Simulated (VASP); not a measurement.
# BaNaF (P6_3/mmc) in VASP: further runs

Runs on BaNaF. Level: PBE. Tasks: single point, relaxation of cell and atoms.

All numbers are computed with VASP 6.6.1; they aren't measurements. Logs are shortened: lines on timing, memory, paths and dates and some standing lists are left out, and cuts for length are marked.

## (1) The cell of the first run

Symmetry: P6_3/mmc, No. 194, hexagonal system. The conventional cell has a = 4.494 Å, b = 4.494 Å, c = 7.892 Å, α = 90.00°, β = 90.00°, γ = 120.00°. Na (site symmetry -6m2) has 3 F at 2.59 Å and 6 Ba at 3.26 Å within 3.4 Å. Within 4.3 Å of Ba (site symmetry -3m) lie 6 Na at 3.26 Å and 6 F at 3.26 Å and 2 Ba at 3.95 Å. F (site symmetry -6m2) has 3 Na at 2.59 Å and 6 Ba at 3.26 Å within 3.4 Å.

The cell was built from a structure type or drawn by symmetry, and may not be a known phase.

## (2) Single point, PBE

The input, INCAR:

```
SYSTEM = BaNaF
PREC     = Accurate       ! precision mode
ENCUT    = 520            ! plane-wave cutoff, eV
EDIFF    = 1E-6           ! SCF threshold, eV
ISMEAR   = 0              ! smearing method
SIGMA    = 0.1            ! smearing width, eV
LREAL    = .FALSE.        ! projectors in reciprocal space
LASPH    = .TRUE.         ! aspherical terms in the spheres
NELM     = 80             ! most SCF steps
ALGO     = Normal         ! electronic algorithm
ISIF     = 2              ! what is computed and relaxed
LWAVE    = .FALSE.        ! write WAVECAR
LCHARG   = .FALSE.        ! write CHGCAR
GGA      = PE             ! functional
NBANDS   = 33             ! bands
```

The input, KPOINTS:

```
Automatic mesh
0
G
  6 6 2
  0 0 0
```

The input, POSCAR:

```
BaNaF
1.0
    4.4942188500      0.0000000000      0.0000000000
   -2.2471094300      3.8921077000      0.0000000000
    0.0000000000      0.0000000000      7.8920720600
Na Ba F
2 2 2
Direct
    0.3333333300      0.6666666700      0.7500000000
    0.6666666700      0.3333333300      0.2500000000
    0.0000000000      0.0000000000      0.5000000000
    0.0000000000      0.0000000000      0.0000000000
    0.3333333300      0.6666666700      0.2500000000
    0.6666666700      0.3333333300      0.7500000000
```

Potentials or basis: VASP PAW PBE potentials, release 64 (Na_pv, Ba_sv, F).

Started as:

```console
$ cat potpaw_PBE.64/Na_pv/POTCAR potpaw_PBE.64/Ba_sv/POTCAR potpaw_PBE.64/F/POTCAR > POTCAR
$ mpirun -np 1 vasp_std > vasp.out
```

OUTCAR:

```text
SYSTEM = BaNaF
   PREC = Accurate
   ENCUT = 520
   EDIFF = 1E-6
   ISMEAR = 0
   LREAL = .FALSE.
   LASPH = .TRUE.
   NELM = 80
   ISIF = 2
   GGA = PE

 ion  position               nearest neighbor table
   1  0.333  0.667  0.750-   3 3.26   4 3.26   3 3.26   4 3.26   3 3.26   4 3.26
   2  0.667  0.333  0.250-   3 3.26   4 3.26   3 3.26   4 3.26   3 3.26   4 3.26
   3  0.000  0.000  0.500-   1 3.26   2 3.26   5 3.26   6 3.26   2 3.26   6 3.26   1 3.26   5 3.26
                             2 3.26   6 3.26   1 3.26   5 3.26   4 3.95   4 3.95
   4  0.000  0.000  0.000-   1 3.26   2 3.26   5 3.26   6 3.26   2 3.26   6 3.26   1 3.26   5 3.26
                             2 3.26   6 3.26   1 3.26   5 3.26   3 3.95   3 3.95
   5  0.333  0.667  0.250-   3 3.26   4 3.26   3 3.26   4 3.26   3 3.26   4 3.26
   6  0.667  0.333  0.750-   3 3.26   4 3.26   3 3.26   4 3.26   3 3.26   4 3.26

  LATTYP: Found a hexagonal cell.
 ALAT       =     4.4942188500
 C/A-ratio  =     1.7560497883

  Lattice vectors:

 A1 = (   4.4942188500,   0.0000000000,   0.0000000000)
 A2 = (  -2.2471094300,   3.8921077000,   0.0000000000)
 A3 = (   0.0000000000,   0.0000000000,   7.8920720600)

Analysis of symmetry for initial positions (statically):
=====================================================================
 Subroutine PRICEL returns:
 Original cell was already a primitive cell.

 Routine SETGRP: Setting up the symmetry group for a
 hexagonal supercell.

 Subroutine GETGRP returns: Found 24 space group operations
 (whereof 12 operations were pure point group operations)
 out of a pool of 24 trial point group operations.

The static configuration has the point symmetry D_3d.
 The point group associated with its full space group is D_6h.

Analysis of symmetry for dynamics (positions and initial velocities):
=====================================================================
 Subroutine PRICEL returns:
 Original cell was already a primitive cell.

 Routine SETGRP: Setting up the symmetry group for a
 hexagonal supercell.

 Subroutine GETGRP returns: Found 24 space group operations
 (whereof 12 operations were pure point group operations)
 out of a pool of 24 trial point group operations.

The dynamic configuration has the point symmetry D_3d.
 The point group associated with its full space group is D_6h.

 Subroutine INISYM returns: Found 24 space group operations
 (whereof 12 operations are pure point group operations),
 and found     1 'primitive' translations

----------------------------------------------------------------------------------------

                                     Primitive cell

  volume of cell :     138.0480

  direct lattice vectors                    reciprocal lattice vectors
     4.494218850  0.000000000  0.000000000     0.222508078  0.128465099  0.000000000
    -2.247109430  3.892107700  0.000000000     0.000000000  0.256930197  0.000000000
     0.000000000  0.000000000  7.892072060     0.000000000  0.000000000  0.126709436

  length of vectors
     4.494218850  4.494218857  7.892072060     0.256930198  0.256930197  0.126709436

  position of ions in fractional coordinates (direct lattice)
     0.333333330  0.666666670  0.750000000
     0.666666670  0.333333330  0.250000000
     0.000000000  0.000000000  0.500000000
     0.000000000  0.000000000  0.000000000
     0.333333330  0.666666670  0.250000000
     0.666666670  0.333333330  0.750000000

  ion indices of the primitive-cell ions
   primitive index   ion index
                 1           1
                 2           2
                 3           3
                 4           4
                 5           5
                 6           6

----------------------------------------------------------------------------------------

 KPOINTS: Automatic mesh

Automatic generation of k-mesh.
 Grid dimensions read from file:
 generate k-points for:    6    6    2

 Generating k-lattice:

  Cartesian coordinates                     Fractional coordinates (reciprocal lattice)
     0.037084680  0.021410850  0.000000000     0.166666667  0.000000000  0.000000000
     0.000000000  0.042821700  0.000000000     0.000000000  0.166666667  0.000000000
     0.000000000  0.000000000  0.063354718     0.000000000  0.000000000  0.500000000

  Length of vectors
     0.042821700  0.042821700  0.063354718

  Shift w.r.t. Gamma in fractional coordinates (k-lattice)
     0.000000000  0.000000000  0.000000000

 Subroutine IBZKPT returns following result:
 ===========================================

 Found     14 irreducible k-points:

 Following reciprocal coordinates:
            Coordinates               Weight
  0.000000  0.000000  0.000000      1.000000
  0.166667  0.000000  0.000000      6.000000
  0.333333  0.000000  0.000000      6.000000
  0.500000  0.000000  0.000000      3.000000
  0.166667  0.166667  0.000000      6.000000
  0.333333  0.166667  0.000000     12.000000
  0.333333  0.333333  0.000000      2.000000
  0.000000  0.000000  0.500000      1.000000
  0.166667  0.000000  0.500000      6.000000
  0.333333  0.000000  0.500000      6.000000
  0.500000  0.000000  0.500000      3.000000
  0.166667  0.166667  0.500000      6.000000
  0.333333  0.166667  0.500000     12.000000
  0.333333  0.333333  0.500000      2.000000
   k-points           NKPTS =     14   k-points in BZ     NKDIM =     14   number of bands    NBANDS=     33
   number of dos      NEDOS =    301   number of ions     NIONS =      6
   total plane-waves  NPLWV =  77760
   dimension x,y,z NGX =    36 NGY =   36 NGZ =   60
   dimension x,y,z NGXF=    72 NGYF=   72 NGZF=  120
   ions per type =               2   2   2
   NGX,Y,Z   is equivalent  to a cutoff of  13.32, 13.32, 12.64 a.u.
   NGXF,Y,Z  is equivalent  to a cutoff of  26.63, 26.63, 25.28 a.u.
 SYSTEM =  BaNaF
   PREC   = accura    normal or accurate (medium, high low for compatibility)
   ISTART =      0    job   : 0-new  1-cont  2-samecut
   ICHARG =      2    charge: 1-file 2-atom 10-const
   ISPIN  =      1    spin polarized calculation?
   LNONCOLLINEAR =      F non collinear calculations
   LSORBIT =      F    spin-orbit coupling
   LASPH  =      T    aspherical Exc in radial PAW
   ENCUT  =  520.0 eV  38.22 Ry    6.18 a.u.   8.36  8.36 14.67*2*pi/ulx,y,z
   NELM   =     80;   NELMIN=  2; NELMDL= -5     # of ELM steps
   EDIFF  = 0.1E-05   stopping-criterion for ELM
   LREAL  =      F    real-space projection
   EDIFFG = 0.1E-04   stopping-criterion for IOM
   NSW    =      0    number of steps for IOM
   IBRION =     -1    ionic relax: 0-MD 1-quasi-New 2-CG
   NFREE  =      0    steps in history (QN), initial steepest desc. (CG)
   ISIF   =      2    stress and relaxation
   ISYM   =      2    0-nonsym 1-usesym 2-fastsym
   POTIM  = 0.5000    time-step for ionic-motion
   TEBEG  =    0.0;   TEEND  =   0.0 temperature during run
   PSTRESS=    0.0 pullay stress
   NELECT =      48.0000    total number of electrons
   NUPDOWN=      -1.0000    fix difference up-down
   EMIN   =  10.00;   EMAX   =-10.00  energy-range for DOS
   EFERMI =   0.00;   METHOD = LEGACY
   ISMEAR =     0;   SIGMA  =   0.10  broadening in eV -4-tet -1-fermi 0-gaus
   EFERMI_NEDOS =   21; number of points for ismear=-14 and -15
   IALGO  =     38    algorithm
   IMIX   =      4    mixing-type and parameters
     AMIX     =   0.40;   BMIX     =  1.00
     AMIX_MAG =   1.60;   BMIX_MAG =  1.00
  volume/ion in A,a.u.               =      23.01       155.27
  Fermi-wavevector in a.u.,A,eV,Ry     =   1.151185  2.175425 18.030814  1.325227
  Thomas-Fermi vector in A             =   2.287844
   LORBIT       =      0    0 simple, 1 ext, 2 COOP (PROOUT), +10 PAW based schemes
   GGA     = PE    functional components
   LHFCALC =     F    Hartree Fock is set to
   AEXX    =    0.0000 exact exchange contribution
   IVDW    =     0    specifies the selected vdW correction
   LEPSILON=     F    determine dielectric tensor
   LRPA    =     F    only Hartree local field effects (RPA)
 non-spin polarized calculation
 Gauss-broadening in eV      SIGMA  =   0.10
  energy-cutoff  :      520.00
  volume of cell :      138.05
 maximum number of plane-waves:      3755
 NGX is ok and might be reduce to    36
   NGX = 17   NGY = 17   NGZ = 29

 number of electron      48.0000034 magnetization

 Free energy of the ion-electron system (eV)
  ---------------------------------------------------
  ext. energy  EPLUGINS =         0.00000000
  ---------------------------------------------------
  free energy    TOTEN  =       -16.30910779 eV

  energy without entropy =      -16.29286409  energy(sigma->0) =      -16.30098594

 E-fermi :   3.7084     XC(G=0):  -8.8926

 val. band max:        3.5919458362   @ k =   0.1667   0.1667   0.0000
 cond. band min:       3.7316363628   @ k =   0.3333   0.3333   0.0000
 fundamental gap:      0.1396905267
 Fermi energy:         3.7083637800

 k-point     1 :       0.0000    0.0000    0.0000
  band No.  band energies     occupation
      1     -25.3784      2.00000
      2     -25.3124      2.00000
      3     -21.8119      2.00000
      4     -21.8046      2.00000
      5     -21.7842      2.00000
      6     -21.7842      2.00000
[... 25 lines left out ...]
     32       6.1682      0.00000
     33       7.7881      0.00000

 k-point     2 :       0.1667    0.0000    0.0000
  band No.  band energies     occupation
      1     -25.3712      2.00000
      2     -25.3045      2.00000
      3     -21.8118      2.00000
      4     -21.8069      2.00000
      5     -21.7935      2.00000
      6     -21.7899      2.00000
[... 25 lines left out ...]
     32       6.7714      0.00000
     33       7.4885      0.00000
[... 394 lines left out ...]
     32       6.4646      0.00000
     33       8.2168      0.00000

 k-point    14 :       0.3333    0.3333    0.5000
  band No.  band energies     occupation
      1     -25.3114      2.00000
      2     -25.3114      2.00000
      3     -21.8216      2.00000
      4     -21.8216      2.00000
      5     -21.8122      2.00000
      6     -21.8122      2.00000
[... 25 lines left out ...]
     32       6.5520      0.00000
     33       7.4602      0.00000

------------------------ aborting loop because EDIFF is reached ----------------------------------------

  FORCE on cell =-STRESS in cart. coord.  units (eV):
  Direction    XX          YY          ZZ          XY          YZ          ZX
  --------------------------------------------------------------------------------------
  -------------------------------------------------------------------------------------
  Total        3.1348620      3.1348620      7.2355049     -0.0000000      0.0000000      0.0000000
  in kB       36.3830328     36.3830329     83.9748654     -0.0000000      0.0000000      0.0000000
  external PRESSURE =      52.2469770 kB  Pullay stress =       0.0000000 kB

 VOLUME and BASIS-vectors are now :
 -----------------------------------------------------------------------------
  energy-cutoff  :      520.00
  volume of cell :      138.05
      direct lattice vectors                 reciprocal lattice vectors
     4.494218850  0.000000000  0.000000000     0.222508078  0.128465099  0.000000000
    -2.247109430  3.892107700  0.000000000     0.000000000  0.256930197  0.000000000
     0.000000000  0.000000000  7.892072060     0.000000000  0.000000000  0.126709436

 POSITION                                       TOTAL-FORCE (eV/Angst)
 -----------------------------------------------------------------------------------
     -0.00000      2.59474      5.91905         0.000000     -0.000000      0.000000
      2.24711      1.29737      1.97302         0.000000      0.000000      0.000000
      0.00000      0.00000      3.94604         0.000000      0.000000      0.000000
      0.00000      0.00000      0.00000         0.000000      0.000000      0.000000
     -0.00000      2.59474      1.97302         0.000000     -0.000000      0.000000
      2.24711      1.29737      5.91905        -0.000000     -0.000000      0.000000
 -----------------------------------------------------------------------------------
    total drift:                               -0.000013      0.000007     -0.000000

  FREE ENERGIE OF THE ION-ELECTRON SYSTEM (eV)
  ---------------------------------------------------
  free  energy   TOTEN  =       -16.3091077905 eV

  energy  without entropy=      -16.2928640868  energy(sigma->0) =      -16.30098594
```

Run time: 46 s. Hardware: 1 thread of Intel Xeon 6975P-C (Granite Rapids), shared host; peak memory 0.29 GiB.

What came out:

```
Free energy            : -16.3091 eV
Pressure               : 5.2 GPa
Band gap on the k mesh : zero (bands 24 and 25 overlap by 0.53 eV)
```

Caveat: the k points lie up to 0.40 Å⁻¹ apart, too coarse for converged energies and pressures of a metal; spin-orbit coupling is left out, which moves the levels of the heavy elements.

## (3) Single point, PBE

This run uses another cell than the first one, of 31.98 Å³/atom.

The input, INCAR:

```
  PREC = Accurate
  ENCUT = 520
  EDIFF = 1E-7
  ISMEAR = 0
  SIGMA = 0.1
  LREAL = False
  LASPH = True
  NELM = 60
  ALGO = Normal
  ISIF = 2
  LWAVE = False
  LCHARG = True
  GGA = PE
  LELF = True
  LVHAR = True
  NBANDS = 33
```

The input, KPOINTS:

```
Automatic mesh
0
Gamma
  6 6 2
```

The input, POSCAR:

```
BaNaF
1.0
    4.0899020954      0.0000000026      0.0000000000
   -2.0449510500      3.5419591123      0.0000000000
    0.0000000000      0.0000000000     13.2452356062
Na Ba F
2 2 2
Direct
    0.3333333333      0.6666666667      0.7500000000
    0.6666666667      0.3333333333      0.2500000000
    0.0000000000      0.0000000000      0.5000000000
    0.0000000000      0.0000000000      0.0000000000
    0.3333333333      0.6666666667      0.2500000000
    0.6666666667      0.3333333333      0.7500000000
```

Potentials or basis: VASP PAW PBE potentials, release 64 (Na_pv, Ba_sv, F).

Started as:

```console
$ cat potpaw_PBE.64/Na_pv/POTCAR potpaw_PBE.64/Ba_sv/POTCAR potpaw_PBE.64/F/POTCAR > POTCAR
$ mpirun -np 1 vasp_std > vasp.out
```

OUTCAR:

```text
PREC = Accurate
   ENCUT = 520
   EDIFF = 1E-7
   ISMEAR = 0
   LREAL = False
   LASPH = True
   NELM = 60
   ISIF = 2
   GGA = PE

 ion  position               nearest neighbor table
   1  0.333  0.667  0.750-
   2  0.667  0.333  0.250-
   3  0.000  0.000  0.500-
   4  0.000  0.000  0.000-
   5  0.333  0.667  0.250-
   6  0.667  0.333  0.750-

  LATTYP: Found a hexagonal cell.
 ALAT       =     4.0899020954
 C/A-ratio  =     3.2385214358

  Lattice vectors:

 A1 = (   4.0899020954,   0.0000000026,   0.0000000000)
 A2 = (  -2.0449510500,   3.5419591123,   0.0000000000)
 A3 = (   0.0000000000,   0.0000000000,  13.2452356062)

Analysis of symmetry for initial positions (statically):
=====================================================================
 Subroutine PRICEL returns:
 Original cell was already a primitive cell.

 Routine SETGRP: Setting up the symmetry group for a
 hexagonal supercell.
[... 163 lines left out ...]

  energy without entropy =      -18.34394656  energy(sigma->0) =      -18.35694036

 E-fermi :   1.8849     XC(G=0):  -7.4936

 val. band max:        1.8709143676   @ k =   0.0000   0.0000   0.5000
 cond. band min:       1.8870193005   @ k =   0.0000   0.0000   0.0000
 fundamental gap:      0.0161049329
 Fermi energy:         1.8848764700

 k-point     1 :       0.0000    0.0000    0.0000
  band No.  band energies     occupation
      1     -27.1957      2.00000
      2     -27.1957      2.00000
      3     -22.8059      2.00000
      4     -22.8057      2.00000
      5     -22.7090      2.00000
      6     -22.7090      2.00000
[... 493 lines left out ...]
     32       3.7860      0.00000
     33       6.4736      0.00000

------------------------ aborting loop because EDIFF is reached ----------------------------------------

  FORCE on cell =-STRESS in cart. coord.  units (eV):
  Direction    XX          YY          ZZ          XY          YZ          ZX
  --------------------------------------------------------------------------------------
  -------------------------------------------------------------------------------------
  Total       -0.0226032     -0.0226032      0.1608519      0.0000000      0.0000000     -0.0000000
  in kB       -0.1887399     -0.1887399      1.3431380      0.0000000      0.0000000     -0.0000000
  external PRESSURE =       0.3218861 kB  Pullay stress =       0.0000000 kB

 VOLUME and BASIS-vectors are now :
 -----------------------------------------------------------------------------
  energy-cutoff  :      520.00
  volume of cell :      191.87
      direct lattice vectors                 reciprocal lattice vectors
     4.089902095  0.000000003  0.000000000     0.244504630  0.141164814  0.000000000
    -2.044951050  3.541959112  0.000000000    -0.000000000  0.282329628  0.000000000
     0.000000000  0.000000000 13.245235606     0.000000000  0.000000000  0.075498846

 POSITION                                       TOTAL-FORCE (eV/Angst)
 -----------------------------------------------------------------------------------
     -0.00000      2.36131      9.93393         0.000000     -0.000000      0.000000
      2.04495      1.18065      3.31131         0.000000      0.000000      0.000000
      0.00000      0.00000      6.62262        -0.000000      0.000000      0.000000
      0.00000      0.00000      0.00000        -0.000000      0.000000      0.000000
     -0.00000      2.36131      3.31131         0.000000     -0.000000      0.000000
      2.04495      1.18065      9.93393        -0.000000      0.000000      0.000000
 -----------------------------------------------------------------------------------
    total drift:                               -0.000000      0.000000     -0.000000

  FREE ENERGIE OF THE ION-ELECTRON SYSTEM (eV)
  ---------------------------------------------------
  free  energy   TOTEN  =       -18.3699341570 eV

  energy  without entropy=      -18.3439465639  energy(sigma->0) =      -18.35694036
```

OSZICAR:

```text
N       E                     dE             d eps       ncg     rms          rms(c)
DAV:   1     0.463473196746E+03    0.46347E+03   -0.22120E+04   924   0.135E+03
DAV:   2     0.273265862244E+02   -0.43615E+03   -0.41378E+03  1103   0.342E+02
DAV:   3    -0.184762607943E+02   -0.45803E+02   -0.44683E+02  1149   0.126E+02
DAV:   4    -0.210330106537E+02   -0.25567E+01   -0.25359E+01  1354   0.257E+01
DAV:   5    -0.210853992293E+02   -0.52389E-01   -0.52296E-01  1237   0.304E+00    0.895E+00
DAV:   6    -0.185111807154E+02    0.25742E+01   -0.12020E+01  1373   0.141E+01    0.405E+00
DAV:   7    -0.184072789151E+02    0.10390E+00   -0.52037E-01   993   0.340E+00    0.212E+00
DAV:   8    -0.183584259127E+02    0.48853E-01   -0.14204E-01  1235   0.304E+00    0.367E-01
DAV:   9    -0.183682164762E+02   -0.97906E-02   -0.14744E-02  1181   0.683E-01    0.179E-01
DAV:  10    -0.183695520348E+02   -0.13356E-02   -0.17185E-03   984   0.214E-01    0.481E-02
DAV:  11    -0.183698907422E+02   -0.33871E-03   -0.34944E-04  1003   0.838E-02    0.202E-02
DAV:  12    -0.183699334048E+02   -0.42663E-04   -0.11513E-04  1150   0.473E-02    0.796E-03
DAV:  13    -0.183699337165E+02   -0.31172E-06   -0.16145E-05  1172   0.241E-02    0.347E-03
DAV:  14    -0.183699339802E+02   -0.26369E-06   -0.14543E-06  1100   0.743E-03    0.111E-03
DAV:  15    -0.183699340821E+02   -0.10184E-06   -0.34098E-07   823   0.278E-03    0.369E-04
DAV:  16    -0.183699341570E+02   -0.74951E-07   -0.36212E-08   602   0.161E-03
   1 F= -.18369934E+02 E0= -.18356940E+02  d E =-.259876E-01
```

It took 86 s on 1 thread of Intel Xeon 6975P-C (Granite Rapids), shared host; peak memory 0.33 GiB.

Results:

- Free energy: -18.3699 eV
- Pressure: 0.0 GPa
- Band gap on the k mesh: zero (bands 24 and 25 overlap by 0.73 eV)

Stress tensor (GPa, compression positive):
```
-0.02  0.00  0.00
 0.00 -0.02  0.00
 0.00  0.00  0.13
```

Caveat: spin-orbit coupling is left out, which moves the levels of the heavy elements.

(Part 1 of 2 ends here.)
